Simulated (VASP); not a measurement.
# Al in VASP: notebook, part 2 of 2

VASP 6.6.1. Earlier steps stand in the parts before.

## (4) Single point, r2SCAN (strain +0.015 along x and y, +0.015 along z)

The input, POSCAR:

```
Al
1.0
   -1.6150869704      1.6150869704      1.6150869704
    1.6150869704     -1.6150869704      1.6150869704
    1.6150869704      1.6150869704     -1.6150869704
Al
1
Direct
    0.0000000000      0.0000000000      0.0000000000
```

The input, INCAR.step1:

```
SYSTEM = Al
PREC = Accurate
ENCUT = 520
ISMEAR = 0
SIGMA = 0.15
LREAL = .False.
LASPH = .True.
NELM = 100
NBANDS = 8
GGA = PE
ALGO = Normal
EDIFF = 1E-4
LWAVE = .True.
LCHARG = .False.
```

The input, INCAR.step2:

```
SYSTEM = Al
PREC = Accurate
ENCUT = 520
EDIFF = 1E-7
ISMEAR = 0
SIGMA = 0.15
LREAL = .False.
LASPH = .True.
NELM = 100
ALGO = Normal
ISIF = 2
LWAVE = .False.
LCHARG = .True.
METAGGA = R2SCAN
LMIXTAU = .True.
LELF = .True.
LVHAR = .True.
NBANDS = 8
ISTART = 1
```

The input, KPOINTS:

```
regular mesh
0
Gamma
  20 20 20
  0 0 0
```

Potentials or basis: VASP PAW PBE potentials, release 64 (Al).

On the command line:

```bash
$ cat potpaw_PBE.64/Al/POTCAR > POTCAR
$ cp INCAR.step1 INCAR
$ mpirun -np 1 vasp_std > vasp.out
$ cp INCAR.step2 INCAR
$ mpirun -np 1 vasp_std > vasp.out
```

OUTCAR:

```text
SYSTEM = Al
   PREC = Accurate
   ENCUT = 520
   EDIFF = 1E-7
   ISMEAR = 0
   LREAL = .False.
   LASPH = .True.
   NELM = 100
   ISIF = 2
   METAGGA = R2SCAN
   ISTART = 1

 ion  position               nearest neighbor table
   1  0.000  0.000  0.000-

  LATTYP: Found a body centered cubic cell.
 ALAT       =     3.2301739408

  Lattice vectors:

 A1 = (  -1.6150869704,   1.6150869704,   1.6150869704)
 A2 = (   1.6150869704,  -1.6150869704,   1.6150869704)
 A3 = (   1.6150869704,   1.6150869704,  -1.6150869704)

Analysis of symmetry for initial positions (statically):
=====================================================================
 Subroutine PRICEL returns:
 Original cell was already a primitive cell.

 Routine SETGRP: Setting up the symmetry group for a
 body centered cubic supercell.

 Subroutine GETGRP returns: Found 48 space group operations
 (whereof 48 operations were pure point group operations)
 out of a pool of 48 trial point group operations.

The static configuration has the point symmetry O_h .

Analysis of symmetry for dynamics (positions and initial velocities):
=====================================================================
 Subroutine PRICEL returns:
 Original cell was already a primitive cell.

 Routine SETGRP: Setting up the symmetry group for a
 body centered cubic supercell.

 Subroutine GETGRP returns: Found 48 space group operations
 (whereof 48 operations were pure point group operations)
 out of a pool of 48 trial point group operations.

The dynamic configuration has the point symmetry O_h .

 Subroutine INISYM returns: Found 48 space group operations
 (whereof 48 operations are pure point group operations),
 and found     1 'primitive' translations

----------------------------------------------------------------------------------------

                                     Primitive cell

  volume of cell :      16.8519

  direct lattice vectors                    reciprocal lattice vectors
    -1.615086970  1.615086970  1.615086970     0.000000000  0.309580852  0.309580852
     1.615086970 -1.615086970  1.615086970     0.309580852  0.000000000  0.309580852
     1.615086970  1.615086970 -1.615086970     0.309580852  0.309580852  0.000000000

  length of vectors
     2.797412691  2.797412691  2.797412691     0.437813439  0.437813439  0.437813439

  position of ions in fractional coordinates (direct lattice)
     0.000000000  0.000000000  0.000000000

  ion indices of the primitive-cell ions
   primitive index   ion index
                 1           1

----------------------------------------------------------------------------------------

 KPOINTS: regular mesh

Automatic generation of k-mesh.
 Grid dimensions read from file:
 generate k-points for:   20   20   20

 Generating k-lattice:

  Cartesian coordinates                     Fractional coordinates (reciprocal lattice)
     0.000000000  0.015479043  0.015479043     0.050000000  0.000000000  0.000000000
     0.015479043  0.000000000  0.015479043     0.000000000  0.050000000  0.000000000
     0.015479043  0.015479043  0.000000000     0.000000000  0.000000000  0.050000000

  Length of vectors
     0.021890672  0.021890672  0.021890672

  Shift w.r.t. Gamma in fractional coordinates (k-lattice)
     0.000000000  0.000000000  0.000000000

 Subroutine IBZKPT returns following result:
 ===========================================

 Found    256 irreducible k-points:

 Following reciprocal coordinates:
            Coordinates               Weight
  0.000000  0.000000  0.000000      1.000000
  0.050000  0.000000  0.000000     12.000000
  0.100000  0.000000  0.000000     12.000000
  0.150000  0.000000  0.000000     12.000000
  0.200000  0.000000  0.000000     12.000000
  0.250000  0.000000  0.000000     12.000000
[... 16 lines left out ...]
  0.200000  0.100000  0.000000     48.000000
  0.250000  0.100000  0.000000     48.000000
 [... further k-points ...]
   k-points           NKPTS =    256   k-points in BZ     NKDIM =    256   number of bands    NBANDS=      8
   number of dos      NEDOS =    301   number of ions     NIONS =      1
   total plane-waves  NPLWV =  13824
   dimension x,y,z NGX =    24 NGY =   24 NGZ =   24
   dimension x,y,z NGXF=    48 NGYF=   48 NGZF=   48
   ions per type =               1
   NGX,Y,Z   is equivalent  to a cutoff of  14.26, 14.26, 14.26 a.u.
   NGXF,Y,Z  is equivalent  to a cutoff of  28.53, 28.53, 28.53 a.u.
 SYSTEM =  Al
   PREC   = accura    normal or accurate (medium, high low for compatibility)
   ISTART =      1    job   : 0-new  1-cont  2-samecut
   ICHARG =      0    charge: 1-file 2-atom 10-const
   ISPIN  =      1    spin polarized calculation?
   LNONCOLLINEAR =      F non collinear calculations
   LSORBIT =      F    spin-orbit coupling
   LASPH  =      T    aspherical Exc in radial PAW
   ENCUT  =  520.0 eV  38.22 Ry    6.18 a.u.   5.20  5.20  5.20*2*pi/ulx,y,z
   NELM   =    100;   NELMIN=  2; NELMDL=  0     # of ELM steps
   EDIFF  = 0.1E-06   stopping-criterion for ELM
   LREAL  =      F    real-space projection
   EDIFFG = 0.1E-05   stopping-criterion for IOM
   NSW    =      0    number of steps for IOM
   IBRION =     -1    ionic relax: 0-MD 1-quasi-New 2-CG
   NFREE  =      0    steps in history (QN), initial steepest desc. (CG)
   ISIF   =      2    stress and relaxation
   ISYM   =      2    0-nonsym 1-usesym 2-fastsym
   POTIM  = 0.5000    time-step for ionic-motion
   TEBEG  =    0.0;   TEEND  =   0.0 temperature during run
   PSTRESS=    0.0 pullay stress
   NELECT =       3.0000    total number of electrons
   NUPDOWN=      -1.0000    fix difference up-down
   EMIN   =  10.00;   EMAX   =-10.00  energy-range for DOS
   EFERMI =   0.00;   METHOD = LEGACY
   ISMEAR =     0;   SIGMA  =   0.15  broadening in eV -4-tet -1-fermi 0-gaus
   EFERMI_NEDOS =   21; number of points for ismear=-14 and -15
   IALGO  =     38    algorithm
   IMIX   =      4    mixing-type and parameters
     AMIX     =   0.40;   BMIX     =  1.00
     AMIX_MAG =   1.60;   BMIX_MAG =  1.00
  volume/ion in A,a.u.               =      16.85       113.72
  Fermi-wavevector in a.u.,A,eV,Ry     =   0.920943  1.740330 11.539587  0.848136
  Thomas-Fermi vector in A             =   2.046304
   LORBIT       =      0    0 simple, 1 ext, 2 COOP (PROOUT), +10 PAW based schemes
   METAGGA = R2SCAN    functional components
   LHFCALC =     F    Hartree Fock is set to
   AEXX    =    0.0000 exact exchange contribution
   IVDW    =     0    specifies the selected vdW correction
   LEPSILON=     F    determine dielectric tensor
   LRPA    =     F    only Hartree local field effects (RPA)
 non-spin polarized calculation
 Gauss-broadening in eV      SIGMA  =   0.15
  energy-cutoff  :      520.00
  volume of cell :       16.85
 maximum number of plane-waves:       470
 NGX is ok and might be reduce to    24
   NGX = 11   NGY = 11   NGZ = 11

 number of electron       3.0000000 magnetization

 Free energy of the ion-electron system (eV)
  ---------------------------------------------------
  ext. energy  EPLUGINS =         0.00000000
  ---------------------------------------------------
  free energy    TOTEN  =        -6.61828069 eV

  energy without entropy =       -6.61310299  energy(sigma->0) =       -6.61569184

 E-fermi :   7.8162     XC(G=0): -10.8465

 val. band max:        7.7918270573   @ k =  -0.3000   0.5000   0.0500
 cond. band min:       7.8253425934   @ k =  -0.4500   0.5000   0.4000
 fundamental gap:      0.0335155361
 Fermi energy:         7.8162250056

 k-point     1 :       0.0000    0.0000    0.0000
  band No.  band energies     occupation
      1      -3.8995      2.00000
      2      21.7196      0.00000
      3      21.7196      0.00000
      4      21.7196      0.00000
      5      23.4007      0.00000
      6      23.4007      0.00000
      7      23.4007      0.00000
      8      24.9125      0.00000

 k-point     2 :       0.0500    0.0000    0.0000
  band No.  band energies     occupation
      1      -3.8240      2.00000
      2      20.7244      0.00000
      3      21.1384      0.00000
      4      21.3942      0.00000
      5      23.0377      0.00000
      6      23.8010      0.00000
      7      24.1062      0.00000
      8      24.1766      0.00000
[... 221 lines left out ...]
 k-point    23 :       0.2000    0.1000    0.0000
  band No.  band energies     occupation
      1      -1.7974      2.00000
      2      12.5141      0.00000
      3      15.2171      0.00000
      4      17.8616      0.00000
      5      21.2146      0.00000
      6      22.9718      0.00000
      7      24.9754      0.00000
      8      27.8703      0.00000

 k-point    24 :       0.2500    0.1000    0.0000
  band No.  band energies     occupation
      1      -0.9798      2.00000
      2      10.5262      0.00000
      3      14.6085      0.00000
      4      17.2990      0.00000
      5      20.6540      0.00000
      6      22.8869      0.00000
      7      25.2942      0.00000
      8      28.9502      0.00000

 [... further k-points ...]
[... 5 lines left out ...]
  --------------------------------------------------------------------------------------
  -------------------------------------------------------------------------------------
  Total       -0.3392110     -0.3392110     -0.3392110      0.0000000      0.0000000      0.0000000
  in kB      -32.2502246    -32.2502246    -32.2502246      0.0000000      0.0000000      0.0000000
  external PRESSURE =     -32.2502246 kB  Pullay stress =       0.0000000 kB

 VOLUME and BASIS-vectors are now :
 -----------------------------------------------------------------------------
  energy-cutoff  :      520.00
  volume of cell :       16.85
      direct lattice vectors                 reciprocal lattice vectors
    -1.615086970  1.615086970  1.615086970     0.000000000  0.309580852  0.309580852
     1.615086970 -1.615086970  1.615086970     0.309580852  0.000000000  0.309580852
     1.615086970  1.615086970 -1.615086970     0.309580852  0.309580852  0.000000000

 POSITION                                       TOTAL-FORCE (eV/Angst)
 -----------------------------------------------------------------------------------
      0.00000      0.00000      0.00000         0.000000     -0.000000     -0.000000
 -----------------------------------------------------------------------------------
    total drift:                               -0.000000      0.000000      0.000000

  FREE ENERGIE OF THE ION-ELECTRON SYSTEM (eV)
  ---------------------------------------------------
  free  energy   TOTEN  =        -6.6182806891 eV

  energy  without entropy=       -6.6131029901  energy(sigma->0) =       -6.61569184
```

OSZICAR.step1:

```text
N       E                     dE             d eps       ncg     rms          rms(c)
DAV:   1    -0.226681385418E+01   -0.22668E+01   -0.88187E+02  4096   0.206E+02
DAV:   2    -0.366797136696E+01   -0.14012E+01   -0.13496E+01  5760   0.185E+01
DAV:   3    -0.367573215848E+01   -0.77608E-02   -0.77459E-02  5032   0.151E+00
DAV:   4    -0.367575468629E+01   -0.22528E-04   -0.22528E-04  5952   0.738E-02
DAV:   5    -0.367575477936E+01   -0.93073E-07   -0.93520E-07  5128   0.310E-03    0.121E+00
DAV:   6    -0.366170632227E+01    0.14048E-01   -0.20462E-03  4600   0.204E-01    0.699E-01
DAV:   7    -0.365193829603E+01    0.97680E-02   -0.60537E-03  4496   0.330E-01    0.136E-01
DAV:   8    -0.365193134374E+01    0.69523E-05   -0.20869E-05  5240   0.315E-02
   1 F= -.36519313E+01 E0= -.36494752E+01  d E =-.491234E-02
```

Wall time 62 s (1 thread of Intel Xeon Platinum 8488C (Sapphire Rapids), shared host); peak memory 0.15 GiB.

What came out:

```yaml
Free_energy: -6.6183 eV
Pressure: -3.2 GPa
```

Caveat: the cell differs from its parent crystal (strain +0.015 along x and y, +0.015 along z); the PAW data sets were made with another functional, which shifts forces and pressure a little.

## (5) Single point, r2SCAN (strain +0.030 along x and y, +0.030 along z)

The input, POSCAR:

```
Al
1.0
   -1.6389552507      1.6389552507      1.6389552507
    1.6389552507     -1.6389552507      1.6389552507
    1.6389552507      1.6389552507     -1.6389552507
Al
1
Direct
    0.0000000000      0.0000000000      0.0000000000
```

The input, INCAR.step1:

```
SYSTEM = Al
ALGO = Normal
EDIFF = 1E-4
ENCUT = 520
GGA = PE
ISMEAR = 0
LASPH = .True.
LCHARG = .False.
LREAL = .False.
LWAVE = .True.
NBANDS = 8
NELM = 80
PREC = Accurate
SIGMA = 0.15
```

The input, INCAR.step2:

```
SYSTEM = Al
ALGO = Normal
EDIFF = 1E-7
ENCUT = 520
ISIF = 2
ISMEAR = 0
ISTART = 1
LASPH = .True.
LCHARG = .False.
LMIXTAU = .True.
LREAL = .False.
LWAVE = .False.
METAGGA = R2SCAN
NBANDS = 8
NELM = 80
PREC = Accurate
SIGMA = 0.15
```

The input, KPOINTS:

```
k-points
0
Gamma
  20 20 20
  0 0 0
```

Potentials or basis: VASP PAW PBE potentials, release 64 (Al).

On the command line:

```bash
$ cat potpaw_PBE.64/Al/POTCAR > POTCAR
$ cp INCAR.step1 INCAR
$ mpirun -np 1 vasp_std > vasp.out
$ cp INCAR.step2 INCAR
$ mpirun -np 1 vasp_std > vasp.out
```

OUTCAR:

```text
SYSTEM = Al
   EDIFF = 1E-7
   ENCUT = 520
   ISIF = 2
   ISMEAR = 0
   ISTART = 1
   LASPH = .True.
   LREAL = .False.
   METAGGA = R2SCAN
   NELM = 80
   PREC = Accurate

 ion  position               nearest neighbor table
   1  0.000  0.000  0.000-

  LATTYP: Found a body centered cubic cell.
 ALAT       =     3.2779105014

  Lattice vectors:

 A1 = (  -1.6389552507,   1.6389552507,   1.6389552507)
 A2 = (   1.6389552507,  -1.6389552507,   1.6389552507)
 A3 = (   1.6389552507,   1.6389552507,  -1.6389552507)

[... 434 lines left out ...]
  band No.  band energies     occupation
      1      -1.1989      2.00000
      2      10.0129      0.00000
      3      13.9797      0.00000
      4      16.5738      0.00000
      5      19.8714      0.00000
      6      22.0092      0.00000
      7      24.3744      0.00000
      8      27.9503      0.00000

 [... further k-points ...]
[... 5 lines left out ...]
  --------------------------------------------------------------------------------------
  -------------------------------------------------------------------------------------
  Total       -0.6519965     -0.6519965     -0.6519965      0.0000000     -0.0000000      0.0000000
  in kB      -59.3190986    -59.3190986    -59.3190986      0.0000000     -0.0000000      0.0000000
  external PRESSURE =     -59.3190986 kB  Pullay stress =       0.0000000 kB

 VOLUME and BASIS-vectors are now :
 -----------------------------------------------------------------------------
  energy-cutoff  :      520.00
  volume of cell :       17.61
      direct lattice vectors                 reciprocal lattice vectors
    -1.638955251  1.638955251  1.638955251     0.000000000  0.305072393  0.305072393
     1.638955251 -1.638955251  1.638955251     0.305072393  0.000000000  0.305072393
     1.638955251  1.638955251 -1.638955251     0.305072393  0.305072393  0.000000000

 POSITION                                       TOTAL-FORCE (eV/Angst)
 -----------------------------------------------------------------------------------
      0.00000      0.00000      0.00000         0.000000      0.000000      0.000000
 -----------------------------------------------------------------------------------
    total drift:                                0.000000      0.000000      0.000000

  FREE ENERGIE OF THE ION-ELECTRON SYSTEM (eV)
  ---------------------------------------------------
  free  energy   TOTEN  =        -6.5962567834 eV

  energy  without entropy=       -6.5913299684  energy(sigma->0) =       -6.59379338
```

OUTCAR.step1:

```text
SYSTEM = Al
   EDIFF = 1E-4
   ENCUT = 520
   GGA = PE
   ISMEAR = 0
   LASPH = .True.
[... 482 lines left out ...]
 -----------------------------------------------------------------------------------
      0.00000      0.00000      0.00000        -0.000000      0.000000      0.000000
 -----------------------------------------------------------------------------------
    total drift:                                0.000000      0.000000      0.000000

  FREE ENERGIE OF THE ION-ELECTRON SYSTEM (eV)
  ---------------------------------------------------
  free  energy   TOTEN  =        -3.6465998804 eV

  energy  without entropy=       -3.6418203637  energy(sigma->0) =       -3.64421012
```

OSZICAR.step1:

```text
N       E                     dE             d eps       ncg     rms          rms(c)
DAV:   1    -0.235705193103E+01   -0.23571E+01   -0.82215E+02  4104   0.201E+02
DAV:   2    -0.366211495305E+01   -0.13051E+01   -0.12554E+01  5784   0.178E+01
DAV:   3    -0.366935801676E+01   -0.72431E-02   -0.72412E-02  5216   0.146E+00
DAV:   4    -0.366937773967E+01   -0.19723E-04   -0.19724E-04  5840   0.687E-02
DAV:   5    -0.366937781875E+01   -0.79075E-07   -0.78857E-07  5288   0.279E-03    0.114E+00
DAV:   6    -0.365593761681E+01    0.13440E-01   -0.22000E-03  4448   0.212E-01    0.660E-01
DAV:   7    -0.364660785487E+01    0.93298E-02   -0.64576E-03  4456   0.342E-01    0.130E-01
DAV:   8    -0.364659988035E+01    0.79745E-05   -0.21943E-05  5200   0.322E-02
   1 F= -.36465999E+01 E0= -.36442101E+01  d E =-.477952E-02
```

It took 60 s on 1 thread of Intel Xeon Platinum 8488C (Sapphire Rapids), shared host; peak memory 0.16 GiB.

What came out:

* Free energy: -6.5963 eV
* Pressure: -5.9 GPa

Levels at points of the mesh, in eV from the Fermi level:
```tsv
k point	band 1	band 2	band 3	band 4
(0.00, 0.00, 0.00)	-11.41	13.64	13.64	13.64
(0.50, 0.00, 0.00)	-4.47	-3.94	8.31	8.53
(0.50, 0.50, 0.50)	1.89	1.89	1.89	3.07
```

Caveat: the cell differs from its parent crystal (strain +0.030 along x and y, +0.030 along z); the PAW data sets were made with another functional, which shifts forces and pressure a little.

## (6) Single point, r2SCAN (strain -0.030 along x and y, -0.015 along z)

The input, POSCAR:

```
Al
1.0
   -1.5434821293      1.5434821293      1.5673504096
    1.5434821293     -1.5434821293      1.5673504096
    1.5434821293      1.5434821293     -1.5673504096
Al
1
Direct
    0.0000000000      0.0000000000      0.0000000000
```

The input, INCAR.step1:

```
SYSTEM = Al
PREC = Accurate ; ENCUT = 520
ISMEAR = 0 ; SIGMA = 0.15
LREAL = .FALSE. ; LASPH = .TRUE.
NELM = 60 ; NBANDS = 8
GGA = PE ; ALGO = Normal
EDIFF = 1E-4 ; LWAVE = .TRUE.
LCHARG = .FALSE.
```

The input, INCAR.step2:

```
SYSTEM = Al
PREC = Accurate ; ENCUT = 520
EDIFF = 1E-6 ; ISMEAR = 0
SIGMA = 0.15 ; LREAL = .FALSE.
LASPH = .TRUE. ; NELM = 60
ALGO = Normal ; ISIF = 2
LWAVE = .FALSE. ; LCHARG = .FALSE.
METAGGA = R2SCAN ; LMIXTAU = .TRUE.
NBANDS = 8 ; ISTART = 1
```

The input, KPOINTS:

```
Automatic mesh
0
G
  20 20 20
  0 0 0
```

Potentials or basis: VASP PAW PBE potentials, release 64 (Al).

On the command line:

```bash
$ cat potpaw_PBE.64/Al/POTCAR > POTCAR
$ cp INCAR.step1 INCAR
$ mpirun -np 1 vasp_std > vasp.out
$ cp INCAR.step2 INCAR
$ mpirun -np 1 vasp_std > vasp.out
```

It took 2.5 min on 1 thread of Intel Xeon Platinum 8488C (Sapphire Rapids), shared host; peak memory 0.17 GiB.

Results (log left out):

```yaml
Free_energy: -6.5996 eV
Pressure: 7.6 GPa
```

Stress tensor (GPa, compression positive):
```
7.17 0.00 0.00
0.00 7.17 0.00
0.00 0.00 8.52
```

Levels at points of the mesh, in eV from the Fermi level:
| k point | band 1 | band 2 | band 3 | band 4 |
| --- | --- | --- | --- | --- |
| (0.00, 0.00, 0.00) | -12.59 | 14.53 | 14.53 | 14.94 |
| (0.50, 0.00, 0.00) | -5.14 | -4.18 | 9.03 | 9.77 |
| (0.50, 0.50, 0.00) | -5.05 | -4.03 | 8.67 | 9.43 |
| (0.50, 0.50, 0.50) | 1.87 | 2.36 | 2.36 | 2.68 |

Caveat: the cell differs from its parent crystal (strain -0.030 along x and y, -0.015 along z); the PAW data sets were made with another functional, which shifts forces and pressure a little.

## (7) Overview

| cell | gap on the mesh (eV) | pressure (GPa) |
| --- | --- | --- |
| a = 2.673 Å, angles 109.5°, 1 atom | none | 9.4 |
| a = 2.715 Å, angles 109.5°, 1 atom | none | 4.3 |
| a = 2.797 Å, angles 109.5°, 1 atom | none | -3.2 |
| a = 2.839 Å, angles 109.5°, 1 atom | none | -5.9 |
| a = 2.687 Å, angles 109.9, 109.9, 108.6°, 1 atom | none | 7.6 |

Alike in all rows: task single point; level r2SCAN; potentials or basis VASP PAW PBE potentials, release 64 (Al); no spin polarisation; k mesh 20 × 20 × 20; cutoff (eV) 520; smearing gaussian 0.15 eV.

Caveats: the PAW data sets were made with another functional, which shifts forces and pressure a little.

Total energies depend on the potentials used, so only differences within one code and one set of settings carry meaning.
